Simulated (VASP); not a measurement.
Input of a VASP 6.6.1 run:

The input INCAR:

```
SYSTEM = ZnS
PREC = Accurate ; ENCUT = 600
EDIFF = 1E-8 ; ISMEAR = 0
SIGMA = 0.01 ; LREAL = .FALSE.
LASPH = .TRUE. ; NELM = 100
ALGO = Normal ; ISIF = 3
LWAVE = .FALSE. ; LCHARG = .FALSE.
GGA = PE ; IBRION = 6
NFREE = 2 ; POTIM = 0.015
NSW = 1
```

Contents of KPOINTS:

```
Automatic mesh
0
G
  10 10 10
  0 0 0
```

Contents of POSCAR:

```
ZnS
1.0
    0.0000000000      2.5671370829      2.5671370829
    2.5671370829      0.0000000000      2.5671370829
    2.5671370829      2.5671370829      0.0000000000
Zn S
1 1
Direct
    0.0000000000      0.0000000000      0.0000000000
    0.7500000000      0.7500000000      0.7500000000
```

Potentials or basis: VASP PAW PBE potentials, release 64 (Zn, S).

Launch:

```sh
$ cat potpaw_PBE.64/Zn/POTCAR potpaw_PBE.64/S/POTCAR > POTCAR
$ mpirun -np 1 vasp_std > vasp.out
```

Q: Predict the elastic constants C11, C12, C44.

A: 145, 115, 42 GPa.

Q: What does it give for the Voigt bulk modulus?

A: 125 GPa.

Q: Estimate the highest phonon frequency at Γ, LO-TO splitting left out.

A: 350 cm⁻¹.

Phonon frequencies in cm⁻¹ (negative: imaginary):
```csv
q point,frequencies
"(0.000, 0.000, 0.000)",0 0 0 350 350 350
```

Caveat: the cell is under stress, which shifts elastic constants.
